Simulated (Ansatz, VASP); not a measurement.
**Two plane-wave programs on Si**

The input POSCAR:

```
Si
1.0
    0.0000000000      2.7221197377      2.7221197377
    2.7221197377      0.0000000000      2.7221197377
    2.7221197377      2.7221197377      0.0000000000
Si
2
Direct
    0.2500000000      0.2500000000      0.2500000000
    0.0000000000      0.0000000000      0.0000000000
```

File INCAR.step1:

```
SYSTEM = Si
PREC = Accurate
ENCUT = 520
EDIFF = 1E-5
ISMEAR = 0
SIGMA = 0.01
LREAL = .False.
LASPH = .True.
NELM = 60
ALGO = Normal
ISIF = 2
LWAVE = .True.
GGA = PE
NBANDS = 11
```

INCAR.step2

```
SYSTEM = Si
PREC = Accurate
ENCUT = 520
EDIFF = 1E-7
ISMEAR = 0
SIGMA = 0.01
LREAL = .False.
LASPH = .True.
NELM = 60
ALGO = Normal
ISIF = 2
LWAVE = .False.
LCHARG = .True.
GGA = PE
LHFCALC = .True.
HFSCREEN = 0.2079
PRECFOCK = Normal
LELF = .True.
LVHAR = .True.
ISTART = 1
NBANDS = 11
```

File KPOINTS:

```
Automatic mesh
0
Gamma
  6 6 6
  0 0 0
```

Input for Ansatz:

```yaml
crystal:
  lattice:
    - [0.0, 2.7221197377, 2.7221197377]
    - [2.7221197377, 0.0, 2.7221197377]
    - [2.7221197377, 2.7221197377, 0.0]
  atoms:
    - { symbol: Si, position: [0.25, 0.25, 0.25] }
    - { symbol: Si, position: [0.0, 0.0, 0.0] }
kpoints:
  mp_grid: { grid: [6, 6, 6] }
  band_path:
    path:
      - [0.0, 0.0, 0.0]
      - [0.5, 0.0, 0.5]
      - [0.625, 0.25, 0.625]
      - [0.375, 0.375, 0.75]
      - [0.5, 0.5, 0.5]
      - [0.5, 0.25, 0.75]
      - [0.0, 0.419271, 0.419271]
    npoints: 1
hamiltonian:
  xc: hse06
scf:
  occupations: { method: fixed }
  n_extra_bands: 4
output:
  forces: true
  stress: true
  eigenvalues: true
```

Alike in both runs: task single point; functional HSE06; k mesh 6 × 6 × 6; no spin polarisation.

|  | VASP | Ansatz |
| --- | --- | --- |
| version | VASP 6.6.1 | Ansatz 0.2.0 |
| potentials or method | VASP PAW PBE potentials, release 64 (Si) | plane waves, PAW |
| plane-wave cutoff (eV) | 520 | 420 |
| occupations | gaussian, width 0.01 eV | fixed |
| valence electrons in the cell | 8 | 8 |

Ansatz gave:

```
gap on the k mesh at the Fermi level (eV) : 1.29
pressure (GPa)                            : -0.2
```

Problem. Which values does VASP return?

Solution. gap on the k mesh at the Fermi level (eV): 1.31; pressure (GPa): -0.5.

Ansatz's warnings: stress exchange threshold loose, stress scf threshold loose.
